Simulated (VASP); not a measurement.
# KF (Fm-3m) in VASP: single point with PBE

Aim: the single point of KF with PBE.

All numbers are computed with VASP 6.6.1; they aren't measurements. Logs are shortened: lines on timing, memory, paths and dates and some standing lists are left out, and cuts for length are marked.

## Step 1: The cell of the first run

It takes space group Fm-3m (No. 225, cubic). Conventional cell: a = 5.419 Å, b = 5.419 Å, c = 5.419 Å, α = 90.00°, β = 90.00°, γ = 90.00°. K (site symmetry m-3m) has 6 F at 2.71 Å within 3.6 Å. Within 3.6 Å of F (site symmetry m-3m) lie 6 K at 2.71 Å.

## Step 2: Single point, PBE

INCAR reads:

```
SYSTEM = KF
  ALGO = Normal
  EDIFF = 1E-6
  ENCUT = 520
  GGA = PE
  ISIF = 2
  ISMEAR = 0
  LASPH = .True.
  LCHARG = .False.
  LREAL = .False.
  LWAVE = .False.
  NBANDS = 15
  NELM = 80
  PREC = Accurate
  SIGMA = 0.02
```

KPOINTS reads:

```
k-points
0
Gamma
  8 8 8
  0 0 0
```

POSCAR reads:

```
KF
1.0
    0.0000000000      2.7093664290      2.7093664290
    2.7093664290      0.0000000000      2.7093664290
    2.7093664290      2.7093664290      0.0000000000
K F
1 1
Direct
    0.0000000000      0.0000000000      0.0000000000
    0.5000000000      0.5000000000      0.5000000000
```

Potentials or basis: VASP PAW PBE potentials, release 64 (K_sv, F).

Run with:

```sh
$ cat potpaw_PBE.64/K_sv/POTCAR potpaw_PBE.64/F/POTCAR > POTCAR
$ mpirun -np 1 vasp_std > vasp.out
```

OUTCAR:

```text
SYSTEM = KF
   EDIFF = 1E-6
   ENCUT = 520
   GGA = PE
   ISIF = 2
   ISMEAR = 0
   LASPH = .True.
   LREAL = .False.
   NELM = 80
   PREC = Accurate

 ion  position               nearest neighbor table
   1  0.000  0.000  0.000-   2 2.71   2 2.71   2 2.71   2 2.71   2 2.71   2 2.71
   2  0.500  0.500  0.500-   1 2.71   1 2.71   1 2.71   1 2.71   1 2.71   1 2.71

  LATTYP: Found a face centered cubic cell.
 ALAT       =     5.4187328580

  Lattice vectors:

 A1 = (   0.0000000000,   2.7093664290,   2.7093664290)
 A2 = (   2.7093664290,   0.0000000000,   2.7093664290)
 A3 = (   2.7093664290,   2.7093664290,   0.0000000000)

Analysis of symmetry for initial positions (statically):
=====================================================================
 Subroutine PRICEL returns:
 Original cell was already a primitive cell.

 Routine SETGRP: Setting up the symmetry group for a
 face centered cubic supercell.

 Subroutine GETGRP returns: Found 48 space group operations
 (whereof 48 operations were pure point group operations)
 out of a pool of 48 trial point group operations.

The static configuration has the point symmetry O_h .

Analysis of symmetry for dynamics (positions and initial velocities):
=====================================================================
 Subroutine PRICEL returns:
 Original cell was already a primitive cell.

 Routine SETGRP: Setting up the symmetry group for a
 face centered cubic supercell.

 Subroutine GETGRP returns: Found 48 space group operations
 (whereof 48 operations were pure point group operations)
 out of a pool of 48 trial point group operations.

The dynamic configuration has the point symmetry O_h .

 Subroutine INISYM returns: Found 48 space group operations
 (whereof 48 operations are pure point group operations),
 and found     1 'primitive' translations

----------------------------------------------------------------------------------------

                                     Primitive cell

  volume of cell :      39.7771

  direct lattice vectors                    reciprocal lattice vectors
     0.000000000  2.709366429  2.709366429    -0.184544990  0.184544990  0.184544990
     2.709366429  0.000000000  2.709366429     0.184544990 -0.184544990  0.184544990
     2.709366429  2.709366429  0.000000000     0.184544990  0.184544990 -0.184544990

  length of vectors
     3.831622749  3.831622749  3.831622749     0.319641299  0.319641299  0.319641299

  position of ions in fractional coordinates (direct lattice)
     0.000000000  0.000000000  0.000000000
     0.500000000  0.500000000  0.500000000

  ion indices of the primitive-cell ions
   primitive index   ion index
                 1           1
                 2           2

----------------------------------------------------------------------------------------

 KPOINTS: k-points

Automatic generation of k-mesh.
 Grid dimensions read from file:
 generate k-points for:    8    8    8

 Generating k-lattice:

  Cartesian coordinates                     Fractional coordinates (reciprocal lattice)
    -0.023068124  0.023068124  0.023068124     0.125000000  0.000000000  0.000000000
     0.023068124 -0.023068124  0.023068124     0.000000000  0.125000000  0.000000000
     0.023068124  0.023068124 -0.023068124     0.000000000  0.000000000  0.125000000

  Length of vectors
     0.039955162  0.039955162  0.039955162

  Shift w.r.t. Gamma in fractional coordinates (k-lattice)
     0.000000000  0.000000000  0.000000000

 Subroutine IBZKPT returns following result:
 ===========================================

 Found     29 irreducible k-points:

 Following reciprocal coordinates:
            Coordinates               Weight
  0.000000  0.000000  0.000000      1.000000
  0.125000  0.000000  0.000000      8.000000
  0.250000  0.000000  0.000000      8.000000
  0.375000  0.000000  0.000000      8.000000
  0.500000  0.000000  0.000000      4.000000
  0.125000  0.125000  0.000000      6.000000
[... 16 lines left out ...]
  0.500000  0.250000  0.125000     48.000000
 -0.375000  0.250000  0.125000     24.000000
 [... further k-points ...]
   k-points           NKPTS =     29   k-points in BZ     NKDIM =     29   number of bands    NBANDS=     15
   number of dos      NEDOS =    301   number of ions     NIONS =      2
   total plane-waves  NPLWV =  21952
   dimension x,y,z NGX =    28 NGY =   28 NGZ =   28
   dimension x,y,z NGXF=    56 NGYF=   56 NGZF=   56
   ions per type =               1   1
   NGX,Y,Z   is equivalent  to a cutoff of  12.15, 12.15, 12.15 a.u.
   NGXF,Y,Z  is equivalent  to a cutoff of  24.30, 24.30, 24.30 a.u.
 SYSTEM =  KF
   PREC   = accura    normal or accurate (medium, high low for compatibility)
   ISTART =      0    job   : 0-new  1-cont  2-samecut
   ICHARG =      2    charge: 1-file 2-atom 10-const
   ISPIN  =      1    spin polarized calculation?
   LNONCOLLINEAR =      F non collinear calculations
   LSORBIT =      F    spin-orbit coupling
   LASPH  =      T    aspherical Exc in radial PAW
   ENCUT  =  520.0 eV  38.22 Ry    6.18 a.u.   7.12  7.12  7.12*2*pi/ulx,y,z
   NELM   =     80;   NELMIN=  2; NELMDL= -5     # of ELM steps
   EDIFF  = 0.1E-05   stopping-criterion for ELM
   LREAL  =      F    real-space projection
   EDIFFG = 0.1E-04   stopping-criterion for IOM
   NSW    =      0    number of steps for IOM
   IBRION =     -1    ionic relax: 0-MD 1-quasi-New 2-CG
   NFREE  =      0    steps in history (QN), initial steepest desc. (CG)
   ISIF   =      2    stress and relaxation
   ISYM   =      2    0-nonsym 1-usesym 2-fastsym
   POTIM  = 0.5000    time-step for ionic-motion
   TEBEG  =    0.0;   TEEND  =   0.0 temperature during run
   PSTRESS=    0.0 pullay stress
   NELECT =      16.0000    total number of electrons
   NUPDOWN=      -1.0000    fix difference up-down
   EMIN   =  10.00;   EMAX   =-10.00  energy-range for DOS
   EFERMI =   0.00;   METHOD = LEGACY
   ISMEAR =     0;   SIGMA  =   0.02  broadening in eV -4-tet -1-fermi 0-gaus
   EFERMI_NEDOS =   21; number of points for ismear=-14 and -15
   IALGO  =     38    algorithm
   IMIX   =      4    mixing-type and parameters
     AMIX     =   0.40;   BMIX     =  1.00
     AMIX_MAG =   1.60;   BMIX_MAG =  1.00
  volume/ion in A,a.u.               =      19.89       134.21
  Fermi-wavevector in a.u.,A,eV,Ry     =   1.208473  2.283684 19.870055  1.460408
  Thomas-Fermi vector in A             =   2.344080
   LORBIT       =      0    0 simple, 1 ext, 2 COOP (PROOUT), +10 PAW based schemes
   GGA     = PE    functional components
   LHFCALC =     F    Hartree Fock is set to
   AEXX    =    0.0000 exact exchange contribution
   IVDW    =     0    specifies the selected vdW correction
   LEPSILON=     F    determine dielectric tensor
   LRPA    =     F    only Hartree local field effects (RPA)
 non-spin polarized calculation
 Gauss-broadening in eV      SIGMA  =   0.02
  energy-cutoff  :      520.00
  volume of cell :       39.78
 maximum number of plane-waves:      1090
   NGX = 15   NGY = 15   NGZ = 15

 number of electron      15.9999983 magnetization

 Free energy of the ion-electron system (eV)
  ---------------------------------------------------
  ext. energy  EPLUGINS =         0.00000000
  ---------------------------------------------------
  free energy    TOTEN  =        -8.29920302 eV

  energy without entropy =       -8.29920302  energy(sigma->0) =       -8.29920302

 E-fermi :  -2.8211     XC(G=0):  -8.2160

 val. band max:       -2.9119967756   @ k =   0.0000   0.0000   0.0000
 cond. band min:       3.0396257091   @ k =   0.0000   0.0000   0.0000
 fundamental gap:      5.9516224846
 Fermi energy:        -2.8210679091

 k-point     1 :       0.0000    0.0000    0.0000
  band No.  band energies     occupation
      1     -29.1684      2.00000
      2     -21.5463      2.00000
      3     -12.4473      2.00000
      4     -12.4473      2.00000
      5     -12.4473      2.00000
      6      -2.9120      2.00000
      7      -2.9120      2.00000
      8      -2.9120      2.00000
      9       3.0396      0.00000
     10       7.6488      0.00000
     11       7.6488      0.00000
     12       7.6488      0.00000
     13       9.2657      0.00000
     14       9.2657      0.00000
     15      13.7494      0.00000

 k-point     2 :       0.1250    0.0000    0.0000
  band No.  band energies     occupation
      1     -29.1572      2.00000
      2     -21.5560      2.00000
      3     -12.4847      2.00000
      4     -12.4524      2.00000
      5     -12.4524      2.00000
      6      -3.0440      2.00000
      7      -2.9595      2.00000
      8      -2.9595      2.00000
      9       3.4573      0.00000
     10       7.4027      0.00000
     11       7.8493      0.00000
     12       7.8493      0.00000
     13       9.3974      0.00000
     14       9.3974      0.00000
     15      14.4672      0.00000

 k-point     3 :       0.2500    0.0000    0.0000
  band No.  band energies     occupation
      1     -29.1299      2.00000
      2     -21.5801      2.00000
      3     -12.5740      2.00000
      4     -12.4646      2.00000
      5     -12.4646      2.00000
      6      -3.3241      2.00000
      7      -3.0719      2.00000
      8      -3.0719      2.00000
      9       4.5080      0.00000
     10       7.0465      0.00000
     11       8.3423      0.00000
     12       8.3423      0.00000
     13       9.8144      0.00000
     14       9.8144      0.00000
     15      15.3342      0.00000
[... 343 lines left out ...]
 k-point    23 :       0.5000    0.2500    0.1250
  band No.  band energies     occupation
      1     -29.0898      2.00000
      2     -21.5907      2.00000
      3     -12.6942      2.00000
      4     -12.6223      2.00000
      5     -12.5065      2.00000
      6      -3.4463      2.00000
      7      -3.1851      2.00000
      8      -3.0696      2.00000
      9       6.0875      0.00000
     10       6.5771      0.00000
     11       8.6188      0.00000
     12       9.4484      0.00000
     13      10.3327      0.00000
     14      11.2595      0.00000
     15      12.8533      0.00000

 k-point    24 :      -0.3750    0.2500    0.1250
  band No.  band energies     occupation
      1     -29.0810      2.00000
      2     -21.5945      2.00000
      3     -12.7330      2.00000
      4     -12.6364      2.00000
      5     -12.5140      2.00000
      6      -3.4525      2.00000
      7      -3.1714      2.00000
      8      -3.1562      2.00000
      9       6.3179      0.00000
     10       6.9736      0.00000
     11       8.5293      0.00000
     12       9.5853      0.00000
     13      10.7855      0.00000
     14      11.7738      0.00000
     15      11.9335      0.00000

 [... further k-points ...]
[... 5 lines left out ...]
  --------------------------------------------------------------------------------------
  -------------------------------------------------------------------------------------
  Total        0.0110844      0.0110844      0.0110844      0.0000000     -0.0000000     -0.0000000
  in kB        0.4464658      0.4464658      0.4464658      0.0000000     -0.0000000     -0.0000000
  external PRESSURE =       0.4464658 kB  Pullay stress =       0.0000000 kB

 VOLUME and BASIS-vectors are now :
 -----------------------------------------------------------------------------
  energy-cutoff  :      520.00
  volume of cell :       39.78
      direct lattice vectors                 reciprocal lattice vectors
     0.000000000  2.709366429  2.709366429    -0.184544990  0.184544990  0.184544990
     2.709366429  0.000000000  2.709366429     0.184544990 -0.184544990  0.184544990
     2.709366429  2.709366429  0.000000000     0.184544990  0.184544990 -0.184544990

 POSITION                                       TOTAL-FORCE (eV/Angst)
 -----------------------------------------------------------------------------------
      0.00000      0.00000      0.00000        -0.000000      0.000000     -0.000000
      2.70937      2.70937      2.70937         0.000000     -0.000000      0.000000
 -----------------------------------------------------------------------------------
    total drift:                                0.000000      0.000000      0.000000

  FREE ENERGIE OF THE ION-ELECTRON SYSTEM (eV)
  ---------------------------------------------------
  free  energy   TOTEN  =        -8.2992030205 eV

  energy  without entropy=       -8.2992030205  energy(sigma->0) =       -8.29920302
```

Run time: 7.9 s. Hardware: 1 thread of AMD EPYC 9R45 (Zen 5), shared host; peak memory 0.13 GiB.

What came out:

* Free energy: -8.2992 eV
* Pressure: 0.0 GPa
* Band gap on the k mesh: 5.95 eV

A k mesh can miss the band edges. A hybrid or GW would open this gap; PBE tends to underestimate it.
